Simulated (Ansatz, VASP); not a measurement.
**One calculation of CO2, two programs**

```
CELL_PARAMETERS angstrom
3.93851 0.01496 -0.04294
-0.04570 4.06965 0.01182
-0.57272 -0.02475 7.44300
ATOMIC_POSITIONS crystal
C 0.50000 0.50000 0.50000
C 0.50000 0.00000 0.00000
O 0.67792 0.66330 0.59774
O 0.32395 0.16168 0.90175
O 0.32208 0.33670 0.40226
O 0.67605 0.83832 0.09825
```

Change from the starting cell: the structure that the rattled Cu2Sb type (P4/nmm, No. 129) fell into.

Alike in both runs: functional PBE; k mesh 6 × 6 × 4; occupations gaussian, width 0.02 eV; no spin polarisation.

Ansatz relaxed the structure, and its values are those at the end. VASP's run is a single point on that final structure, the one shown.

```csv
,VASP,Ansatz
version,VASP 6.6.1,Ansatz 0.2.0
potentials or method,"VASP PAW PBE potentials, release 64 (C, O), cutoff 520 eV","scalar-relativistic, plane waves, PAW"
valence electrons in the cell,32,32
```

|  | VASP | Ansatz | Ansatz less VASP |
| --- | --- | --- | --- |
| gap on the k mesh at the Fermi level (eV) | 6.50 | 6.51 | +0.011 |
| least direct gap on the mesh (eV) | 6.77 | 6.78 | +0.011 |
| pressure (GPa) | 1.1 | 0.0 | -1.12 |
| rms of the force components (eV/Å) | 0.297 | 0.000 | -0.2969 |

The functional is the same, so the differences come from potentials, cutoffs and numerics.

Noted on VASP's run: the standard files for N, O and F lose accuracy on very short bonds.
